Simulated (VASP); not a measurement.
Crystal: In2GaAs3.

```
In Ga As
1.0
    -2.14018    2.14018    9.06006
     2.14018   -2.14018    9.06006
     2.14018    2.14018   -9.06006
In Ga As
2 1 3
Direct
  0.33676 0.33676 0.00000
  0.66324 0.66324 0.00000
  0.00000 0.00000 0.00000
  0.25000 0.75000 0.50000
  0.57547 0.07548 0.50000
  0.92453 0.42452 0.50000
```

Base run:

* Program: VASP 6.6.1
* Functional: PBEsol
* Potentials or basis: VASP PAW PBE potentials, release 64 (In_d, Ga_d, As)
* Cutoff: 520 eV
* k mesh: 6 × 6 × 6, shifted
* Occupations: gaussian, width 0.1 eV
* Spin: no spin polarisation

Its results: band gap on the k mesh 0.19 eV; pressure -2.6 GPa; largest force 0.044 eV/Å.

Task: The run is repeated on the same cell with these changes: k mesh from 6 × 6 × 6, shifted to 6 × 6 × 6, through Γ. What comes out?

Result: Band gap on the k mesh zero (filled and empty bands touch); pressure -2.6 GPa; largest force 0.044 eV/Å.

Caveats: the PAW data sets were made with another functional, which shifts forces and pressure a little; spin-orbit coupling is left out, which moves the levels of the heavy elements; a shifted mesh leaves out Γ, where band edges can lie (at least some runs); semilocal functionals underestimate gaps, so a narrow gap can read as zero (at least some runs).

A k mesh can miss the band edges.
